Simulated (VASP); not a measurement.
# WC in VASP: single point with PBE

Aim: the single point of WC with PBE.

Everything below comes from runs of VASP 6.6.1. Logs are shortened: lines on timing, memory, paths and dates and some standing lists are left out, and cuts for length are marked.

## 1. The cell of the first run

The cell holds a slab with vacuum, 16 atoms: a = 5.681 Å, b = 5.681 Å, c = 15.184 Å, α = 90.00°, β = 90.00°, γ = 120.00°.

## 2. Single point, PBE

Input file INCAR:

```
PREC = Accurate
ENCUT = 1000
EDIFF = 1E-6
ISMEAR = -1
SIGMA = 0.1
LREAL = Auto
LASPH = T
NELM = 120
ALGO = Normal
ISIF = 2
LWAVE = F
LCHARG = F
GGA = PE
NBANDS = 86
GGA_COMPAT = F
NELMDL = -8
```

Input file KPOINTS:

```
regular mesh
0
Gamma
  2 2 1
```

Input file POSCAR:

```
WC
1.0
    5.6814998085      0.0000000000      0.0000000000
   -2.8407499043      4.9203231658      0.0000000000
    0.0000000000      0.0000000000     15.1839650000
W C
8 8
Direct
    0.0000000000      0.0000000000      0.0658590000
    0.0000000000      0.0000000000      0.2576901055
    0.0000000000      0.5000000000      0.0658590000
    0.0000000000      0.5000000000      0.2576901055
    0.5000000000      0.0000000000      0.0658590000
    0.5000000000      0.0000000000      0.2576901055
    0.5000000000      0.5000000000      0.0658590000
    0.5000000000      0.5000000000      0.2576901055
    0.3333333333      0.1666666667      0.1530293437
    0.3333333333      0.1666666667      0.3333138020
    0.3333333333      0.6666666667      0.1530293437
    0.3333333333      0.6666666667      0.3333138020
    0.8333333333      0.1666666667      0.1530293437
    0.8333333333      0.1666666667      0.3333138020
    0.8333333333      0.6666666667      0.1530293437
    0.8333333333      0.6666666667      0.3333138020
```

Potentials or basis: VASP PAW PBE potentials, release 64 (W_sv, C_h).

On the command line:

```bash
> cat potpaw_PBE.64/W_sv/POTCAR potpaw_PBE.64/C_h/POTCAR > POTCAR
> mpirun -np 1 vasp_std > vasp.out
```

OUTCAR:

```text
PREC = Accurate
   ENCUT = 1000
   EDIFF = 1E-6
   ISMEAR = -1
   LREAL = Auto
   LASPH = T
   NELM = 120
   ISIF = 2
   GGA = PE
   NELMDL = -8

 ion  position               nearest neighbor table
   1  0.000  0.000  0.066-   9 2.11  15 2.11  13 2.11   5 2.84   5 2.84   7 2.84   7 2.84   3 2.84
                             3 2.84   2 2.91
   2  0.000  0.000  0.258-  10 2.00  16 2.00  14 2.00   9 2.28  15 2.28  13 2.28   6 2.84   6 2.84
                             8 2.84   8 2.84   4 2.84   4 2.84   1 2.91
   3  0.000  0.500  0.066-  11 2.11  13 2.11  15 2.11   7 2.84   7 2.84   5 2.84   5 2.84   1 2.84
                             1 2.84   4 2.91
   4  0.000  0.500  0.258-  12 2.00  14 2.00  16 2.00  11 2.28  13 2.28  15 2.28   8 2.84   8 2.84
                             6 2.84   6 2.84   2 2.84   2 2.84   3 2.91
   5  0.500  0.000  0.066-  13 2.11  11 2.11   9 2.11   1 2.84   1 2.84   3 2.84   3 2.84   7 2.84
                             7 2.84   6 2.91
   6  0.500  0.000  0.258-  14 2.00  12 2.00  10 2.00  13 2.28  11 2.28   9 2.28   2 2.84   2 2.84
                             4 2.84   4 2.84   8 2.84   8 2.84   5 2.91
   7  0.500  0.500  0.066-  15 2.11   9 2.11  11 2.11   3 2.84   3 2.84   1 2.84   1 2.84   5 2.84
                             5 2.84   8 2.91
   8  0.500  0.500  0.258-  16 2.00  10 2.00  12 2.00  15 2.28   9 2.28  11 2.28   4 2.84   4 2.84
                             2 2.84   2 2.84   6 2.84   6 2.84   7 2.91
   9  0.333  0.167  0.153-   1 2.11   7 2.11   5 2.11   2 2.28   8 2.28   6 2.28
  10  0.333  0.167  0.333-   2 2.00   8 2.00   6 2.00
  11  0.333  0.667  0.153-   3 2.11   5 2.11   7 2.11   4 2.28   6 2.28   8 2.28
  12  0.333  0.667  0.333-   4 2.00   6 2.00   8 2.00
  13  0.833  0.167  0.153-   5 2.11   3 2.11   1 2.11   6 2.28   4 2.28   2 2.28
  14  0.833  0.167  0.333-   6 2.00   4 2.00   2 2.00
  15  0.833  0.667  0.153-   7 2.11   1 2.11   3 2.11   8 2.28   2 2.28   4 2.28
  16  0.833  0.667  0.333-   8 2.00   2 2.00   4 2.00

  LATTYP: Found a hexagonal cell.
 ALAT       =     5.6814998085
 C/A-ratio  =     2.6725275916

  Lattice vectors:

 A1 = (   5.6814998085,   0.0000000000,   0.0000000000)
 A2 = (  -2.8407499043,   4.9203231658,   0.0000000000)
 A3 = (   0.0000000000,   0.0000000000,  15.1839650000)

Analysis of symmetry for initial positions (statically):
=====================================================================
 Subroutine PRICEL returns following result:

  LATTYP: Found a hexagonal cell.
 ALAT       =     2.8407499042
 C/A-ratio  =     5.3450551832

  Lattice vectors:

 A1 = (   2.8407499042,   0.0000000000,   0.0000000000)
 A2 = (  -1.4203749521,   2.4601615829,   0.0000000000)
 A3 = (   0.0000000000,   0.0000000000,  15.1839650000)

   4 primitive cells build up your supercell.

 Routine SETGRP: Setting up the symmetry group for a
 hexagonal supercell.

 Subroutine GETGRP returns: Found  6 space group operations
 (whereof  6 operations were pure point group operations)
 out of a pool of 24 trial point group operations.

The static configuration has the point symmetry C_3v.

Analysis of symmetry for dynamics (positions and initial velocities):
=====================================================================
 Subroutine PRICEL returns following result:

  LATTYP: Found a hexagonal cell.
 ALAT       =     2.8407499042
 C/A-ratio  =     5.3450551832

  Lattice vectors:

 A1 = (   2.8407499042,   0.0000000000,   0.0000000000)
 A2 = (  -1.4203749521,   2.4601615829,   0.0000000000)
 A3 = (   0.0000000000,   0.0000000000,  15.1839650000)

   4 primitive cells build up your supercell.

 Routine SETGRP: Setting up the symmetry group for a
 hexagonal supercell.

 Subroutine GETGRP returns: Found  6 space group operations
 (whereof  6 operations were pure point group operations)
 out of a pool of 24 trial point group operations.

The dynamic configuration has the point symmetry C_3v.

 Subroutine INISYM returns: Found  6 space group operations
 (whereof  6 operations are pure point group operations),
 and found     4 'primitive' translations

----------------------------------------------------------------------------------------

                                     Primitive cell

  volume of cell :     106.1162

  direct lattice vectors                    reciprocal lattice vectors
     2.840749904  0.000000000  0.000000000     0.352019725  0.203238683  0.000000000
    -1.420374952  2.460161583  0.000000000     0.000000000  0.406477366  0.000000000
     0.000000000  0.000000000 15.183965000     0.000000000  0.000000000  0.065858951

  length of vectors
     2.840749904  2.840749904 15.183965000     0.406477366  0.406477366  0.065858951

  position of ions in fractional coordinates (direct lattice)
     0.000000000  0.000000000  0.065859000
     0.000000000  0.000000000  0.257690105
     0.666666667  0.333333333  0.153029344
     0.666666667  0.333333333  0.333313802

  ion indices of the primitive-cell ions
   primitive index   ion index
                 1           1
                 2           2
                 3          13
                 4          14

----------------------------------------------------------------------------------------

 KPOINTS: regular mesh

Automatic generation of k-mesh.
 Grid dimensions read from file:
 generate k-points for:    2    2    1

 Generating k-lattice:

  Cartesian coordinates                     Fractional coordinates (reciprocal lattice)
     0.088004931  0.050809671  0.000000000     0.500000000  0.000000000  0.000000000
     0.000000000  0.101619341  0.000000000     0.000000000  0.500000000  0.000000000
     0.000000000  0.000000000  0.065858951     0.000000000  0.000000000  1.000000000

  Length of vectors
     0.101619341  0.101619341  0.065858951

  Shift w.r.t. Gamma in fractional coordinates (k-lattice)
     0.000000000  0.000000000  0.000000000

 Subroutine IBZKPT returns following result:
 ===========================================

 Found      2 irreducible k-points:

 Following reciprocal coordinates:
            Coordinates               Weight
  0.000000  0.000000  0.000000      1.000000
  0.500000  0.000000  0.000000      3.000000
   k-points           NKPTS =      2   k-points in BZ     NKDIM =      2   number of bands    NBANDS=     86
   number of dos      NEDOS =    301   number of ions     NIONS =     16
   total plane-waves  NPLWV = 576000
   dimension x,y,z NGX =    60 NGY =   60 NGZ =  160
   dimension x,y,z NGXF=   120 NGYF=  120 NGZF=  320
   ions per type =               8   8
   NGX,Y,Z   is equivalent  to a cutoff of  17.56, 17.56, 17.52 a.u.
   NGXF,Y,Z  is equivalent  to a cutoff of  35.11, 35.11, 35.04 a.u.
 SYSTEM =  unknown system
   PREC   = accura    normal or accurate (medium, high low for compatibility)
   ISTART =      0    job   : 0-new  1-cont  2-samecut
   ICHARG =      2    charge: 1-file 2-atom 10-const
   ISPIN  =      1    spin polarized calculation?
   LNONCOLLINEAR =      F non collinear calculations
   LSORBIT =      F    spin-orbit coupling
   LASPH  =      T    aspherical Exc in radial PAW
   ENCUT  = 1000.0 eV  73.50 Ry    8.57 a.u.  14.65 14.65 39.15*2*pi/ulx,y,z
   NELM   =    120;   NELMIN=  2; NELMDL= -8     # of ELM steps
   EDIFF  = 0.1E-05   stopping-criterion for ELM
   LREAL  =      T    real-space projection
   EDIFFG = 0.1E-04   stopping-criterion for IOM
   NSW    =      0    number of steps for IOM
   IBRION =     -1    ionic relax: 0-MD 1-quasi-New 2-CG
   NFREE  =      0    steps in history (QN), initial steepest desc. (CG)
   ISIF   =      2    stress and relaxation
   ISYM   =      2    0-nonsym 1-usesym 2-fastsym
   POTIM  = 0.5000    time-step for ionic-motion
   TEBEG  =    0.0;   TEEND  =   0.0 temperature during run
   PSTRESS=    0.0 pullay stress
   NELECT =     144.0000    total number of electrons
   NUPDOWN=      -1.0000    fix difference up-down
   EMIN   =  10.00;   EMAX   =-10.00  energy-range for DOS
   EFERMI =   0.00;   METHOD = LEGACY
   ISMEAR =    -1;   SIGMA  =   0.10  broadening in eV -4-tet -1-fermi 0-gaus
   EFERMI_NEDOS =   21; number of points for ismear=-14 and -15
   IALGO  =     38    algorithm
   IMIX   =      4    mixing-type and parameters
     AMIX     =   0.40;   BMIX     =  1.00
     AMIX_MAG =   1.60;   BMIX_MAG =  1.00
  volume/ion in A,a.u.               =      26.53       179.03
  Fermi-wavevector in a.u.,A,eV,Ry     =   1.141778  2.157648 17.737335  1.303657
  Thomas-Fermi vector in A             =   2.278478
   LORBIT       =      0    0 simple, 1 ext, 2 COOP (PROOUT), +10 PAW based schemes
   GGA     = PE    functional components
   LHFCALC =     F    Hartree Fock is set to
   AEXX    =    0.0000 exact exchange contribution
   IVDW    =     0    specifies the selected vdW correction
   LEPSILON=     F    determine dielectric tensor
   LRPA    =     F    only Hartree local field effects (RPA)
 non-spin polarized calculation
  energy-cutoff  :     1000.00
  volume of cell :      424.46
 maximum number of plane-waves:     30508
 NGX is ok and might be reduce to    60
   NGX = 29   NGY = 29   NGZ = 79

 number of electron     143.9999999 magnetization

 Free energy of the ion-electron system (eV)
  ---------------------------------------------------
  ext. energy  EPLUGINS =         0.00000000
  ---------------------------------------------------
  free energy    TOTEN  =      -162.37464898 eV

  energy without entropy =     -162.11606491  energy(sigma->0) =     -162.24535694

 E-fermi :   1.2112     XC(G=0):  -6.6087

 val. band max:        1.1636495102   @ k =   0.5000   0.0000   0.0000
 cond. band min:       1.4434085774   @ k =   0.0000   0.0000   0.0000
 fundamental gap:      0.2797590672
 Fermi energy:         1.2112024671

 k-point     1 :       0.0000    0.0000    0.0000
  band No.  band energies     occupation
      1     -72.8073      2.00000
      2     -72.7307      2.00000
      3     -72.7307      2.00000
      4     -72.7307      2.00000
      5     -72.4563      2.00000
      6     -72.3747      2.00000
[... 76 lines left out ...]
     83       4.0934      0.00000
     84       4.8846      0.00000

 k-point     2 :       0.5000    0.0000    0.0000
  band No.  band energies     occupation
      1     -72.7691      2.00000
      2     -72.7691      2.00000
      3     -72.7308      2.00000
      4     -72.7308      2.00000
      5     -72.4156      2.00000
      6     -72.4156      2.00000
[... 76 lines left out ...]
     83       3.2414      0.00000
     84       3.2414      0.00000
 [bands above 84 left out]

------------------------ aborting loop because EDIFF is reached ----------------------------------------

  FORCE on cell =-STRESS in cart. coord.  units (eV):
  Direction    XX          YY          ZZ          XY          YZ          ZX
  --------------------------------------------------------------------------------------
  -------------------------------------------------------------------------------------
  Total       23.2958542     23.2958542      0.8661493     -0.0000000      0.0000000      0.0000000
  in kB       87.9320915     87.9320915      3.2693510     -0.0000000      0.0000000      0.0000000
  external PRESSURE =      59.7111780 kB  Pullay stress =       0.0000000 kB

 VOLUME and BASIS-vectors are now :
 -----------------------------------------------------------------------------
  energy-cutoff  :     1000.00
  volume of cell :      424.46
      direct lattice vectors                 reciprocal lattice vectors
     5.681499808  0.000000000  0.000000000     0.176009862  0.101619341  0.000000000
    -2.840749904  4.920323166  0.000000000     0.000000000  0.203238683  0.000000000
     0.000000000  0.000000000 15.183965000     0.000000000  0.000000000  0.065858951

 POSITION                                       TOTAL-FORCE (eV/Angst)
 -----------------------------------------------------------------------------------
      0.00000      0.00000      1.00000         0.000000     -0.000000     -0.046552
      0.00000      0.00000      3.91276         0.000000     -0.000000     -0.021968
     -1.42037      2.46016      1.00000        -0.000000     -0.000000     -0.046552
     -1.42037      2.46016      3.91276        -0.000000     -0.000000     -0.021968
      2.84075      0.00000      1.00000         0.000000     -0.000000     -0.046552
      2.84075      0.00000      3.91276        -0.000000      0.000000     -0.021968
[... 8 lines left out ...]
      2.84075      3.28022      2.32359         0.000000      0.000000     -0.007200
      2.84075      3.28022      5.06103        -0.000000      0.000000      0.075721
 -----------------------------------------------------------------------------------
    total drift:                                0.000001     -0.000000      0.036295

  FREE ENERGIE OF THE ION-ELECTRON SYSTEM (eV)
  ---------------------------------------------------
  free  energy   TOTEN  =      -162.3746489797 eV

  energy  without entropy=     -162.1160649079  energy(sigma->0) =     -162.24535694
```

It took 9.7 min on 1 thread of Intel Xeon Platinum 8375C at 2.90GHz (Ice Lake), shared host; peak memory 1.1 GiB.

What came out:

```yaml
Free_energy: -162.3746 eV
Largest_force: 0.076 eV/Å
Band_gap_on_the_k_mesh: zero (bands 72 and 73 overlap by 0.43 eV)
```

Forces in eV/Å, atoms in the order of the input:
```
W    0.000  0.000 -0.047
W    0.000  0.000 -0.022
W    0.000  0.000 -0.047
W    0.000  0.000 -0.022
W    0.000  0.000 -0.047
W    0.000  0.000 -0.022
W    0.000  0.000 -0.047
W    0.000  0.000 -0.022
C    0.000  0.000 -0.007
C    0.000  0.000  0.076
C    0.000  0.000 -0.007
C    0.000  0.000  0.076
C    0.000  0.000 -0.007
C    0.000  0.000  0.076
C    0.000  0.000 -0.007
C    0.000  0.000  0.076
```

Caveat: the k points lie up to 0.64 Å⁻¹ apart; there is no dipole correction, which matters where the two faces differ; spin-orbit coupling is left out, which moves the levels of the heavy elements.

The gap in the log of VASP goes by the Fermi energy; the results here count the filled bands.